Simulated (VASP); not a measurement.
Write the native input for VASP 6.6.1 that does the following.

```yaml
Task: electric field gradients
Functional: PBEsol
Potentials_or_basis: VASP PAW PBE potentials, release 64 (Os)
Cutoff: 520 eV
k_mesh: 14 × 14 × 14
Occupations: fermi-dirac, width 0.03 eV
Spin: no spin polarisation
Dipole_correction: no
Further_INCAR_settings: ALGO = Normal; EDIFF = 1e-08; NBANDS = 10
```

The structure of Os lies in POSCAR:

```
Os
1.0
    0.0000000000      1.9450000000      1.9450000000
    1.9450000000      0.0000000000      1.9450000000
    1.9450000000      1.9450000000      0.0000000000
Os
1
Direct
    0.0000000000      0.0000000000      0.0000000000
```

This isn't the form of Os at room conditions, which is hcp.

One way to write it, as run:

INCAR

```
SYSTEM = Os
PREC = Accurate
ENCUT = 520
EDIFF = 1E-8
ISMEAR = -1
SIGMA = 0.03
LREAL = .FALSE.
LASPH = .TRUE.
NELM = 60
ALGO = Normal
ISIF = 2
LWAVE = .FALSE.
LCHARG = .FALSE.
GGA = PS
LEFG = .TRUE.
NBANDS = 10
```

KPOINTS

```
Automatic mesh
0
G
  14 14 14
  0 0 0
```

Potentials or basis: VASP PAW PBE potentials, release 64 (Os).

Launch:

```console
$ cat potpaw_PBE.64/Os/POTCAR > POTCAR
$ mpirun -np 1 vasp_std > vasp.out
```

It gave:

```
Pressure                                : -20.0 GPa
Band gap on the k mesh                  : zero (bands 4 and 5 overlap by 3.48 eV)
Largest electric field gradient by atom : zero within the noise of the run
```

Caveat: the cell stands under tension; the PAW data sets were made with another functional, which shifts forces and pressure a little; spin-orbit coupling is left out, which moves the levels of the heavy elements.

Run time: 20 s on 1 thread of Intel Xeon 8259CL (shared host), peak memory 0.13 GiB.
